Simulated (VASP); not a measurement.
A run of VASP 6.6.1:

File INCAR:

```
SYSTEM = SnCl3
PREC = Accurate
ENCUT = 520
EDIFF = 1E-7
ISMEAR = 0
SIGMA = 0.1
LREAL = .FALSE.
LASPH = .TRUE.
NELM = 60
ALGO = Normal
ISIF = 2
LWAVE = .FALSE.
LCHARG = .TRUE.
GGA = PE
LELF = .TRUE.
LVHAR = .TRUE.
NBANDS = 26
```

Contents of KPOINTS:

```
regular mesh
0
G
  6 6 2
  0 0 0
```

POSCAR

```
SnCl3
1.0
    3.2160157600      0.0000000000      0.0000000000
   -1.6080078800      2.7851513500      0.0000000000
    0.0000000000      0.0000000000     11.5537748400
Sn Cl
1 3
Direct
    0.0000000000      0.0000000000      0.5000000000
    0.0000000000      0.0000000000      0.0000000000
    0.3333333300      0.6666666700      0.7547884000
    0.3333333300      0.6666666700      0.2452116000
```

Potentials or basis: VASP PAW PBE potentials, release 64 (Sn_d, Cl).

Run with:

```console
$ cat potpaw_PBE.64/Sn_d/POTCAR potpaw_PBE.64/Cl/POTCAR > POTCAR
$ mpirun -np 1 vasp_std > vasp.out
```

Hardware: 1 thread of Intel(R) Xeon(R) Platinum 8488C (Sapphire Rapids), with other jobs on the host.

Question: Estimate the wall time of this run.

Answer: Run time: 27 s on 1 thread of Intel(R) Xeon(R) Platinum 8488C (Sapphire Rapids), on a shared host, peak memory 0.22 GiB. Counts: scf iterations 17, k points 14.
